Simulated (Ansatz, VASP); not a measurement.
## TiSi in VASP and in Ansatz

```
Ti Si
1.0
     1.84106   -2.14664    0.00000
     1.84106    2.14664    0.00000
     0.00000    0.00000    3.70181
Ti Si
1 1
Direct
  0.50000 0.50000 0.00000
  0.00000 0.00000 0.50000
```

Alike in both runs: task single point; functional r2SCAN; k mesh 20 × 20 × 14; occupations gaussian, width 0.15 eV; no spin polarisation.

|  | VASP | Ansatz |
| --- | --- | --- |
| version | VASP 6.6.1 | Ansatz 0.2.0 |
| potentials or method | VASP PAW PBE potentials, release 64 (Ti_sv, Si), cutoff 520 eV | scalar-relativistic, plane waves, PAW |
| valence electrons in the cell | 16 | 16 |

```tsv
	VASP	Ansatz	Ansatz less VASP
gap on the k mesh at the Fermi level (eV)	none	none	-
pressure (GPa)	-0.5	-0.9	-0.40
traceless stress, the component that is largest in VASP (GPa)	3.65	3.69	+0.044
```

VASP's potentials were made for PBE, not for r2SCAN. A gap of «none» marks a metal or a gap that the smearing closes.
